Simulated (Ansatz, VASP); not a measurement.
# One calculation of FeSi, two programs

```
Si Fe
1.0
     2.75898    0.00000    0.00000
     0.00000    2.75898    0.00000
     0.00000    0.00000    2.75898
Si Fe
1 1
Direct
  0.00000 0.00000 0.00000
  0.50000 0.50000 0.50000
```

Alike in both runs: functional PBE; k mesh 16 × 16 × 16; occupations gaussian, width 0.1 eV; no spin polarisation.

Ansatz relaxed the structure, and its values are those at the end. VASP's run is a single point on that final structure, the one shown.

|  | VASP | Ansatz |
| --- | --- | --- |
| version | VASP 6.6.1 | Ansatz 0.2.0 |
| potentials or method | VASP PAW PBE potentials, release 64 (Si, Fe), cutoff 520 eV | scalar-relativistic, plane waves, PAW |
| valence electrons in the cell | 12 | 20 |

|  | VASP | Ansatz | Ansatz less VASP |
| --- | --- | --- | --- |
| gap on the k mesh at the Fermi level (eV) | none | none | - |
| pressure (GPa) | 0.2 | 0.0 | -0.22 |

A gap of «none» marks a metal or a gap that the smearing closes. With one functional, cell and mesh, what is left measures potentials, basis and numerics. VASP's potentials hold 12 valence electrons a cell and Ansatz's 20, so a difference there can come from the potentials and not from the codes.
